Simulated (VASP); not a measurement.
# SiO2 (k06) (P4_2/mnm) in VASP: single point with PBEsol

Aim: the single point of SiO2 (k06) with PBEsol.

All numbers are computed with VASP 6.6.1; they aren't measurements. Logs are shortened: lines on timing, memory, paths and dates and some standing lists are left out, and cuts for length are marked.

### Step 1. The cell of the first run

It takes space group P4_2/mnm (No. 136, tetragonal). Conventional cell: a = 4.194 Å, b = 4.194 Å, c = 2.678 Å, α = 90.00°, β = 90.00°, γ = 90.00°. Within 2.3 Å of Si (site symmetry mmm) lie 6 O at 1.77 to 1.82 Å. Within 2.3 Å of O (site symmetry m2m) lie 3 Si at 1.77 to 1.82 Å.

### Step 2. Single point, PBEsol

INCAR

```
ALGO     = Normal         # electronic algorithm
EDIFF    = 1E-7           # SCF threshold, eV
ENCUT    = 520            # plane-wave cutoff, eV
GGA      = PS             # functional
ISIF     = 2              # what is computed and relaxed
ISMEAR   = 0              # smearing method
LASPH    = T              # aspherical terms in the spheres
LCHARG   = F              # write CHGCAR
LREAL    = F              # projectors in reciprocal space
LWAVE    = F              # write WAVECAR
NBANDS   = 25             # bands
NELM     = 80             # most SCF steps
PREC     = Accurate       # precision mode
SIGMA    = 0.02           # smearing width, eV
```

KPOINTS

```
k-points
0
Gamma
  8 8 14
```

POSCAR

```
SiO2
1.0
    4.1944456875      0.0000000000      0.0000000000
    0.0000000000      4.1944456875      0.0000000000
    0.0000000000      0.0000000000      2.6782679635
Si O
2 4
Direct
    0.0000000000      0.0000000000      0.0000000000
    0.5000000000      0.5000000000      0.5000000000
    0.3060464345      0.3060464345      0.0000000000
    0.1939535655      0.8060464345      0.5000000000
    0.6939535655      0.6939535655      0.0000000000
    0.8060464345      0.1939535655      0.5000000000
```

Potentials or basis: VASP PAW PBE potentials, release 64 (Si, O).

Launch:

```bash
$ cat potpaw_PBE.64/Si/POTCAR potpaw_PBE.64/O/POTCAR > POTCAR
$ mpirun -np 1 vasp_std > vasp.out
```

OUTCAR:

```text
EDIFF = 1E-7
   ENCUT = 520
   GGA = PS
   ISIF = 2
   ISMEAR = 0
   LASPH = T
   LREAL = F
   NELM = 80
   PREC = Accurate

 ion  position               nearest neighbor table
   1  0.000  0.000  0.000-   4 1.77   6 1.77   4 1.77   6 1.77   5 1.82   3 1.82
   2  0.500  0.500  0.500-   3 1.77   5 1.77   3 1.77   5 1.77   4 1.82   6 1.82
   3  0.306  0.306  0.000-   2 1.77   2 1.77   1 1.82
   4  0.194  0.806  0.500-   1 1.77   1 1.77   2 1.82
   5  0.694  0.694  0.000-   2 1.77   2 1.77   1 1.82
   6  0.806  0.194  0.500-   1 1.77   1 1.77   2 1.82

  LATTYP: Found a simple tetragonal cell.
 ALAT       =     4.1944456875
 C/A-ratio  =     0.6385272723

  Lattice vectors:

 A1 = (   4.1944456875,   0.0000000000,   0.0000000000)
 A2 = (   0.0000000000,   4.1944456875,   0.0000000000)
 A3 = (   0.0000000000,   0.0000000000,   2.6782679635)

Analysis of symmetry for initial positions (statically):
=====================================================================
 Subroutine PRICEL returns:
 Original cell was already a primitive cell.

 Routine SETGRP: Setting up the symmetry group for a
 simple tetragonal supercell.

 Subroutine GETGRP returns: Found 16 space group operations
 (whereof  8 operations were pure point group operations)
 out of a pool of 16 trial point group operations.

The static configuration has the point symmetry D_2h.
 The point group associated with its full space group is D_4h.

Analysis of symmetry for dynamics (positions and initial velocities):
=====================================================================
 Subroutine PRICEL returns:
 Original cell was already a primitive cell.

 Routine SETGRP: Setting up the symmetry group for a
 simple tetragonal supercell.

 Subroutine GETGRP returns: Found 16 space group operations
 (whereof  8 operations were pure point group operations)
 out of a pool of 16 trial point group operations.

The dynamic configuration has the point symmetry D_2h.
 The point group associated with its full space group is D_4h.

 Subroutine INISYM returns: Found 16 space group operations
 (whereof  8 operations are pure point group operations),
 and found     1 'primitive' translations

----------------------------------------------------------------------------------------

                                     Primitive cell

  volume of cell :      47.1198

  direct lattice vectors                    reciprocal lattice vectors
     4.194445688  0.000000000  0.000000000     0.238410525  0.000000000  0.000000000
     0.000000000  4.194445688  0.000000000     0.000000000  0.238410525  0.000000000
     0.000000000  0.000000000  2.678267964     0.000000000  0.000000000  0.373375634

  length of vectors
     4.194445688  4.194445688  2.678267964     0.238410525  0.238410525  0.373375634

  position of ions in fractional coordinates (direct lattice)
     0.000000000  0.000000000  0.000000000
     0.500000000  0.500000000  0.500000000
     0.306046434  0.306046434  0.000000000
     0.193953566  0.806046434  0.500000000
     0.693953566  0.693953566  0.000000000
     0.806046434  0.193953566  0.500000000

  ion indices of the primitive-cell ions
   primitive index   ion index
                 1           1
                 2           2
                 3           3
                 4           4
                 5           5
                 6           6

----------------------------------------------------------------------------------------

 KPOINTS: k-points

Automatic generation of k-mesh.
 Grid dimensions read from file:
 generate k-points for:    8    8   14

 Generating k-lattice:

  Cartesian coordinates                     Fractional coordinates (reciprocal lattice)
     0.029801316  0.000000000  0.000000000     0.125000000  0.000000000  0.000000000
     0.000000000  0.029801316  0.000000000     0.000000000  0.125000000  0.000000000
     0.000000000  0.000000000  0.026669688     0.000000000  0.000000000  0.071428571

  Length of vectors
     0.029801316  0.029801316  0.026669688

  Shift w.r.t. Gamma in fractional coordinates (k-lattice)
     0.000000000  0.000000000  0.000000000

 Subroutine IBZKPT returns following result:
 ===========================================

 Found    120 irreducible k-points:

 Following reciprocal coordinates:
            Coordinates               Weight
  0.000000  0.000000  0.000000      1.000000
  0.125000  0.000000  0.000000      4.000000
  0.250000  0.000000  0.000000      4.000000
  0.375000  0.000000  0.000000      4.000000
  0.500000  0.000000  0.000000      2.000000
  0.125000  0.125000  0.000000      4.000000
[... 16 lines left out ...]
  0.375000  0.125000  0.071429     16.000000
  0.500000  0.125000  0.071429      8.000000
 [... further k-points ...]
   k-points           NKPTS =    120   k-points in BZ     NKDIM =    120   number of bands    NBANDS=     25
   number of dos      NEDOS =    301   number of ions     NIONS =      6
   total plane-waves  NPLWV =  20480
   dimension x,y,z NGX =    32 NGY =   32 NGZ =   20
   dimension x,y,z NGXF=    64 NGYF=   64 NGZF=   40
   ions per type =               2   4
   NGX,Y,Z   is equivalent  to a cutoff of  12.68, 12.68, 12.41 a.u.
   NGXF,Y,Z  is equivalent  to a cutoff of  25.37, 25.37, 24.83 a.u.
 SYSTEM =  unknown system
   PREC   = accura    normal or accurate (medium, high low for compatibility)
   ISTART =      0    job   : 0-new  1-cont  2-samecut
   ICHARG =      2    charge: 1-file 2-atom 10-const
   ISPIN  =      1    spin polarized calculation?
   LNONCOLLINEAR =      F non collinear calculations
   LSORBIT =      F    spin-orbit coupling
   LASPH  =      T    aspherical Exc in radial PAW
   ENCUT  =  520.0 eV  38.22 Ry    6.18 a.u.   7.80  7.80  4.98*2*pi/ulx,y,z
   NELM   =     80;   NELMIN=  2; NELMDL= -5     # of ELM steps
   EDIFF  = 0.1E-06   stopping-criterion for ELM
   LREAL  =      F    real-space projection
   EDIFFG = 0.1E-05   stopping-criterion for IOM
   NSW    =      0    number of steps for IOM
   IBRION =     -1    ionic relax: 0-MD 1-quasi-New 2-CG
   NFREE  =      0    steps in history (QN), initial steepest desc. (CG)
   ISIF   =      2    stress and relaxation
   ISYM   =      2    0-nonsym 1-usesym 2-fastsym
   POTIM  = 0.5000    time-step for ionic-motion
   TEBEG  =    0.0;   TEEND  =   0.0 temperature during run
   PSTRESS=    0.0 pullay stress
   NELECT =      32.0000    total number of electrons
   NUPDOWN=      -1.0000    fix difference up-down
   EMIN   =  10.00;   EMAX   =-10.00  energy-range for DOS
   EFERMI =   0.00;   METHOD = LEGACY
   ISMEAR =     0;   SIGMA  =   0.02  broadening in eV -4-tet -1-fermi 0-gaus
   EFERMI_NEDOS =   21; number of points for ismear=-14 and -15
   IALGO  =     38    algorithm
   IMIX   =      4    mixing-type and parameters
     AMIX     =   0.40;   BMIX     =  1.00
     AMIX_MAG =   1.60;   BMIX_MAG =  1.00
  volume/ion in A,a.u.               =       7.85        53.00
  Fermi-wavevector in a.u.,A,eV,Ry     =   1.438988  2.719293 28.173390  2.070686
  Thomas-Fermi vector in A             =   2.557893
   LORBIT       =      0    0 simple, 1 ext, 2 COOP (PROOUT), +10 PAW based schemes
   GGA     = PS    functional components
   LHFCALC =     F    Hartree Fock is set to
   AEXX    =    0.0000 exact exchange contribution
   IVDW    =     0    specifies the selected vdW correction
   LEPSILON=     F    determine dielectric tensor
   LRPA    =     F    only Hartree local field effects (RPA)
 non-spin polarized calculation
 Gauss-broadening in eV      SIGMA  =   0.02
  energy-cutoff  :      520.00
  volume of cell :       47.12
 maximum number of plane-waves:      1284
 NGX is ok and might be reduce to    32
   NGX = 15   NGY = 15   NGZ =  9

 number of electron      31.9999977 magnetization

 Free energy of the ion-electron system (eV)
  ---------------------------------------------------
  ext. energy  EPLUGINS =         0.00000000
  ---------------------------------------------------
  free energy    TOTEN  =       -48.98536646 eV

  energy without entropy =      -48.98536646  energy(sigma->0) =      -48.98536646

 E-fermi :   8.1898     XC(G=0): -12.4681

 val. band max:        8.0081055462   @ k =   0.0000   0.0000   0.0000
 cond. band min:      13.3706172183   @ k =   0.0000   0.0000   0.0000
 fundamental gap:      5.3625116721
 Fermi energy:         8.1897743941

 k-point     1 :       0.0000    0.0000    0.0000
  band No.  band energies     occupation
      1     -14.4439      2.00000
      2     -10.8125      2.00000
      3     -10.8125      2.00000
      4     -10.5827      2.00000
      5      -2.8589      2.00000
      6       1.5712      2.00000
[... 17 lines left out ...]
     24      22.0244      0.00000
     25      23.5270      0.00000

 k-point     2 :       0.1250    0.0000    0.0000
  band No.  band energies     occupation
      1     -14.3621      2.00000
      2     -11.2695      2.00000
      3     -10.7706      2.00000
      4     -10.3012      2.00000
      5      -2.7479      2.00000
      6       1.0927      2.00000
[... 17 lines left out ...]
     24      21.6437      0.00000
     25      23.5600      0.00000

 k-point     3 :       0.2500    0.0000    0.0000
  band No.  band energies     occupation
      1     -14.1203      2.00000
      2     -11.9192      2.00000
      3     -10.6524      2.00000
      4     -10.1373      2.00000
      5      -2.4325      2.00000
      6       0.2638      2.00000
[... 17 lines left out ...]
     24      21.2846      0.00000
     25      23.0840      0.00000

 k-point     4 :       0.3750    0.0000    0.0000
  band No.  band energies     occupation
      1     -13.7291      2.00000
      2     -12.5888      2.00000
      3     -10.4806      2.00000
      4     -10.1564      2.00000
      5      -1.9468      2.00000
      6      -0.5687      2.00000
[... 17 lines left out ...]
     24      21.8985      0.00000
     25      22.2853      0.00000

 k-point     5 :       0.5000    0.0000    0.0000
  band No.  band energies     occupation
      1     -13.2081      2.00000
      2     -13.2081      2.00000
      3     -10.2952      2.00000
      4     -10.2952      2.00000
      5      -1.3179      2.00000
      6      -1.3179      2.00000
[... 17 lines left out ...]
     24      21.3052      0.00000
     25      22.6702      0.00000

 k-point     6 :       0.1250    0.1250    0.0000
  band No.  band energies     occupation
      1     -14.2816      2.00000
      2     -11.4298      2.00000
      3     -10.8692      2.00000
      4     -10.1849      2.00000
      5      -2.6275      2.00000
      6       0.9747      2.00000
[... 17 lines left out ...]
     24      21.5295      0.00000
     25      23.3769      0.00000
[... 393 lines left out ...]
 k-point    21 :       0.1250    0.1250    0.0714
  band No.  band energies     occupation
      1     -14.2145      2.00000
      2     -11.3926      2.00000
      3     -10.8330      2.00000
      4     -10.1751      2.00000
      5      -2.5913      2.00000
      6       0.9515      2.00000
[... 17 lines left out ...]
     24      21.4993      0.00000
     25      23.2569      0.00000

 k-point    22 :       0.2500    0.1250    0.0714
  band No.  band energies     occupation
      1     -13.9781      2.00000
      2     -11.8912      2.00000
      3     -10.7781      2.00000
      4     -10.1131      2.00000
      5      -2.2450      2.00000
      6       0.3508      2.00000
[... 17 lines left out ...]
     24      21.3671      0.00000
     25      22.4907      0.00000

 k-point    23 :       0.3750    0.1250    0.0714
  band No.  band energies     occupation
      1     -13.5968      2.00000
      2     -12.5030      2.00000
      3     -10.6023      2.00000
      4     -10.2014      2.00000
      5      -1.7335      2.00000
      6      -0.3888      2.00000
[... 17 lines left out ...]
     24      21.6368      0.00000
     25      22.1387      0.00000

 k-point    24 :       0.5000    0.1250    0.0714
  band No.  band energies     occupation
      1     -13.0927      2.00000
      2     -13.0927      2.00000
      3     -10.3882      2.00000
      4     -10.3882      2.00000
      5      -1.1030      2.00000
      6      -1.1030      2.00000
[... 17 lines left out ...]
     24      21.0209      0.00000
     25      22.5461      0.00000

 [... further k-points ...]

------------------------ aborting loop because EDIFF is reached ----------------------------------------

  FORCE on cell =-STRESS in cart. coord.  units (eV):
  Direction    XX          YY          ZZ          XY          YZ          ZX
  --------------------------------------------------------------------------------------
  -------------------------------------------------------------------------------------
  Total        0.1208380      0.1208380      0.3969520     -0.0000000      0.0000000      0.0000000
  in kB        4.1087619      4.1087619     13.4972524     -0.0000000      0.0000000      0.0000000
  external PRESSURE =       7.2382587 kB  Pullay stress =       0.0000000 kB

 VOLUME and BASIS-vectors are now :
 -----------------------------------------------------------------------------
  energy-cutoff  :      520.00
  volume of cell :       47.12
      direct lattice vectors                 reciprocal lattice vectors
     4.194445688  0.000000000  0.000000000     0.238410525  0.000000000  0.000000000
     0.000000000  4.194445688  0.000000000     0.000000000  0.238410525  0.000000000
     0.000000000  0.000000000  2.678267964     0.000000000  0.000000000  0.373375634

 POSITION                                       TOTAL-FORCE (eV/Angst)
 -----------------------------------------------------------------------------------
      0.00000      0.00000      0.00000         0.000000     -0.000000      0.000000
      2.09722      2.09722      1.33913         0.000000     -0.000000      0.000000
      1.28370      1.28370      0.00000        -0.023641     -0.023641      0.000000
      0.81353      3.38092      1.33913         0.023641     -0.023641      0.000000
      2.91075      2.91075      0.00000         0.023641      0.023641     -0.000000
      3.38092      0.81353      1.33913        -0.023641      0.023641      0.000000
 -----------------------------------------------------------------------------------
    total drift:                                0.000000      0.000000      0.000000

  FREE ENERGIE OF THE ION-ELECTRON SYSTEM (eV)
  ---------------------------------------------------
  free  energy   TOTEN  =       -48.9853664581 eV

  energy  without entropy=      -48.9853664581  energy(sigma->0) =      -48.98536646
```

Wall time 2.6 min (1 thread of AMD EPYC 7R13 (Zen 3), shared host); peak memory 0.19 GiB.

What came out:

* Free energy: -48.9854 eV
* Pressure: 0.7 GPa
* Largest force: 0.033 eV/Å
* Band gap on the k mesh: 5.36 eV, direct

Forces on the atoms (eV/Å):
```
Si   0.000  0.000  0.000
Si   0.000  0.000  0.000
O   -0.024 -0.024  0.000
O    0.024 -0.024  0.000
O    0.024  0.024  0.000
O   -0.024  0.024  0.000
```

Stress tensor (GPa, compression positive):
```
0.41 0.00 0.00
0.00 0.41 0.00
0.00 0.00 1.35
```

Caveat: the PAW data sets were made with another functional, which shifts forces and pressure a little.
